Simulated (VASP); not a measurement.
## MgO (Periclase): single point with revPBE

The system is MgO (Periclase).

```
CELL_PARAMETERS angstrom
0.00000 2.18967 2.18967
2.18967 0.00000 2.18967
2.18967 2.18967 0.00000
ATOMIC_POSITIONS crystal
Mg 0.00000 0.00000 0.00000
O 0.50000 0.50000 0.50000
```

- Program: VASP 6.6.1
- Task: single point
- Functional: revPBE
- Potentials or basis: VASP PAW PBE potentials, release 64 (Mg, O)
- Cutoff: 600 eV
- k mesh: 8 × 8 × 8
- Occupations: gaussian, width 0.01 eV
- Spin: no spin polarisation
- Dipole correction: no
- Further INCAR settings: ALGO = Normal; EDIFF = 1e-06; NBANDS = 11

```yaml
Pressure: -8.8 GPa
Band_gap_on_the_k_mesh: 3.76 eV, direct
```

Levels at points of the mesh, in eV from the valence-band top:
| k point | band 1 | band 2 | band 3 | band 4 | band 5 | band 6 | band 7 | band 8 |
| --- | --- | --- | --- | --- | --- | --- | --- | --- |
| (0.00, 0.00, 0.00) | -16.77 | 0.00 | 0.00 | 0.00 | 3.76 | 15.23 | 15.23 | 15.23 |
| (0.50, 0.00, 0.00) | -15.77 | -4.10 | -0.53 | -0.53 | 7.26 | 11.41 | 15.26 | 15.26 |
| (0.50, 0.50, 0.00) | -15.55 | -3.60 | -1.18 | -1.18 | 8.91 | 9.04 | 11.99 | 17.40 |

It took 7.4 s on 1 thread of AMD EPYC 9R45 96-Core Processor (Zen 5), on a shared host, peak memory 0.13 GiB.

Caveat: the PAW data sets were made with another functional, which shifts forces and pressure a little. revPBE gaps usually lie below the measured ones, often by a third to a half.
